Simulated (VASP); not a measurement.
# HgTe (I-4m2) in VASP: a series of runs, part 2 of 2

VASP 6.6.1. The steps go on from the part before.

**3. Single point, LDA**

This run uses another cell than the first one, of 27.77 Å³/atom.

Contents of INCAR:

```
PREC = Accurate
ENCUT = 520
EDIFF = 1E-7
ISMEAR = -1
SIGMA = 0.1
LREAL = False
LASPH = True
NELM = 100
ALGO = Normal
ISIF = 2
LWAVE = False
LCHARG = True
LELF = True
LVHAR = True
NBANDS = 16
```

Contents of KPOINTS:

```
regular mesh
0
Gamma
  8 8 8
```

Contents of POSCAR:

```
HgTe
1.0
   -3.0044411569      3.0044411569      1.5383343083
    3.0044411569     -3.0044411569      1.5383343083
    3.0044411569      3.0044411569     -1.5383343083
Hg Te
1 1
Direct
    0.2500000000      0.7500000000      0.5000000000
    0.0000000000      0.0000000000      0.0000000000
```

Potentials or basis: VASP PAW LDA potentials, release 64 (Hg, Te).

The run is started by

```console
$ cat potpaw_LDA.64/Hg/POTCAR potpaw_LDA.64/Te/POTCAR > POTCAR
$ mpirun -np 1 vasp_std > vasp.out
```

It took 89 s on 1 thread of Intel Xeon 8259CL, shared host; peak memory 0.21 GiB.

Results (log left out):

* Free energy: -4.8327 eV
* Pressure: -3.5 GPa
* Band gap on the k mesh: zero (bands 9 and 10 overlap by 3.14 eV)

Stress tensor (GPa, compression positive):
```
-3.93  0.00  0.00
 0.00 -3.93  0.00
 0.00  0.00 -2.57
```

Levels at points of the mesh, in eV from the Fermi level:
```
           k point  band 6  band 7  band 8  band 9  band 10  band 11  band 12  band 13
(0.00, 0.00, 0.00)   -6.28   -3.55   -2.60   -2.60     3.58     4.55     6.94     6.94
(0.50, 0.00, 0.00)   -6.33   -4.71   -2.01   -1.18    -0.25     3.23     3.70     5.89
(0.50, 0.50, 0.00)   -6.24   -6.22   -0.92    1.57     1.83     2.83     3.44     8.85
(0.50, 0.50, 0.50)   -6.22   -4.59   -4.59   -4.58     3.22     7.31     8.18     8.18
```

Caveat: the cell stands under tension; spin-orbit coupling is left out, which moves the levels of the heavy elements.

**4. Single point, LDA**

This run uses another cell than the first one, of 28.35 Å³/atom.

Contents of INCAR:

```
SYSTEM = HgTe
ALGO = Normal
EDIFF = 1E-6
ENCUT = 520
ISIF = 2
ISMEAR = -1
LASPH = .TRUE.
LCHARG = .TRUE.
LELF = .TRUE.
LREAL = .FALSE.
LVHAR = .TRUE.
LWAVE = .FALSE.
NBANDS = 16
NELM = 80
PREC = Accurate
SIGMA = 0.1
```

Contents of KPOINTS:

```
k-points
0
G
  8 8 8
  0 0 0
```

Contents of POSCAR:

```
HgTe
1.0
   -3.0251620955      3.0251620955      1.5489438457
    3.0251620955     -3.0251620955      1.5489438457
    3.0251620955      3.0251620955     -1.5489438457
Hg Te
1 1
Direct
    0.2500000000      0.7500000000      0.5000000000
    0.0000000000      0.0000000000      0.0000000000
```

Potentials or basis: VASP PAW LDA potentials, release 64 (Hg, Te).

The run is started by

```console
$ cat potpaw_LDA.64/Hg/POTCAR potpaw_LDA.64/Te/POTCAR > POTCAR
$ mpirun -np 1 vasp_std > vasp.out
```

OUTCAR:

```text
SYSTEM = HgTe
   EDIFF = 1E-6
   ENCUT = 520
   ISIF = 2
   ISMEAR = -1
   LASPH = .TRUE.
   LREAL = .FALSE.
   NELM = 80
   PREC = Accurate

 ion  position               nearest neighbor table
   1  0.250  0.750  0.500-   2 3.12   2 3.12   2 3.12   2 3.12
   2  0.000  0.000  0.000-   1 3.12   1 3.12   1 3.12   1 3.12

  LATTYP: Found a body centered tetragonal cell.
 ALAT       =     6.0503241910
 C/A-ratio  =     0.5120201156

  Lattice vectors:

 A1 = (  -3.0251620955,   3.0251620955,   1.5489438457)
 A2 = (   3.0251620955,  -3.0251620955,   1.5489438457)
 A3 = (   3.0251620955,   3.0251620955,  -1.5489438457)

Analysis of symmetry for initial positions (statically):
=====================================================================
 Subroutine PRICEL returns:
 Original cell was already a primitive cell.

 Routine SETGRP: Setting up the symmetry group for a
 body centered tetragonal supercell.

 Subroutine GETGRP returns: Found  8 space group operations
 (whereof  8 operations were pure point group operations)
 out of a pool of 16 trial point group operations.

The static configuration has the point symmetry D_2d.

Analysis of symmetry for dynamics (positions and initial velocities):
[... 163 lines left out ...]
 fundamental gap:      0.1679946499
 Fermi energy:         4.4733756835

 k-point     1 :       0.0000    0.0000    0.0000
  band No.  band energies     occupation
      1      -8.1631      2.00000
      2      -3.0335      2.00000
      3      -2.3040      2.00000
      4      -2.2211      2.00000
      5      -1.7565      2.00000
      6      -1.7565      2.00000
[... 433 lines left out ...]
      3      -2.3969      2.00000
      4      -2.1695      2.00000
      5      -2.0222      2.00000
      6      -1.7721      2.00000
[... 8 lines left out ...]
     15      13.1055      0.00000
     16      14.0279      0.00000

 [... further k-points ...]

------------------------ aborting loop because EDIFF is reached ----------------------------------------

  FORCE on cell =-STRESS in cart. coord.  units (eV):
  Direction    XX          YY          ZZ          XY          YZ          ZX
  --------------------------------------------------------------------------------------
  -------------------------------------------------------------------------------------
  Total       -1.6502587     -1.6502587     -1.2762238      0.0000000      0.0000000      0.0000000
  in kB      -46.6304540    -46.6304540    -36.0615543      0.0000000      0.0000000      0.0000000
  external PRESSURE =     -43.1074874 kB  Pullay stress =       0.0000000 kB

 VOLUME and BASIS-vectors are now :
 -----------------------------------------------------------------------------
  energy-cutoff  :      520.00
  volume of cell :       56.70
      direct lattice vectors                 reciprocal lattice vectors
    -3.025162095  3.025162095  1.548943846     0.000000000  0.165280400  0.322800598
     3.025162095 -3.025162095  1.548943846     0.165280400  0.000000000  0.322800598
     3.025162095  3.025162095 -1.548943846     0.165280400  0.165280400  0.000000000

 POSITION                                       TOTAL-FORCE (eV/Angst)
 -----------------------------------------------------------------------------------
      3.02516      0.00000      0.77447        -0.000000      0.000000     -0.000000
      0.00000      0.00000      0.00000         0.000000     -0.000000      0.000000
 -----------------------------------------------------------------------------------
    total drift:                                0.000000     -0.000000      0.000000

  FREE ENERGIE OF THE ION-ELECTRON SYSTEM (eV)
  ---------------------------------------------------
  free  energy   TOTEN  =        -4.8047722655 eV

  energy  without entropy=       -4.7858558193  energy(sigma->0) =       -4.79531404
```

Wall time 88 s (1 thread of Intel Xeon 8259CL, shared host); peak memory 0.21 GiB.

Results:

* Free energy: -4.8048 eV
* Pressure: -4.3 GPa
* Band gap on the k mesh: zero (bands 9 and 10 overlap by 3.04 eV)

Levels at points of the mesh, in eV from the Fermi level:
```csv
k point,band 6,band 7,band 8,band 9,band 10,band 11,band 12,band 13
"(0.00, 0.00, 0.00)",-6.23,-3.53,-2.52,-2.52,3.48,4.57,6.88,6.88
"(0.50, 0.00, 0.00)",-6.25,-4.63,-1.98,-1.14,-0.21,3.19,3.74,5.85
"(0.50, 0.50, 0.00)",-6.17,-6.16,-0.91,1.51,1.87,2.82,3.40,8.79
"(0.50, 0.50, 0.50)",-6.18,-4.50,-4.46,-4.46,3.14,7.29,8.05,8.05
```

Caveat: the cell stands under tension; spin-orbit coupling is left out, which moves the levels of the heavy elements.

**5. Summary**

```tsv
cell	gap on the mesh (eV)	pressure (GPa)
a = 4.487 Å, angles 96.7, 96.7, 140.2°, 2 atoms	none	-2.5
a = 4.519 Å, angles 96.7, 96.7, 140.2°, 2 atoms	none	-3.5
a = 4.550 Å, angles 96.7, 96.7, 140.2°, 2 atoms	none	-4.3
```

Alike in all rows: task single point; level LDA; potentials or basis VASP PAW LDA potentials, release 64 (Hg, Te); no spin polarisation; k mesh 8 × 8 × 8; cutoff (eV) 520; smearing fermi-dirac 0.1 eV.

Caveats: spin-orbit coupling is left out, which moves the levels of the heavy elements; the cell stands under tension (at least some runs).

Absolute energies hang on the potentials; compare differences alone.
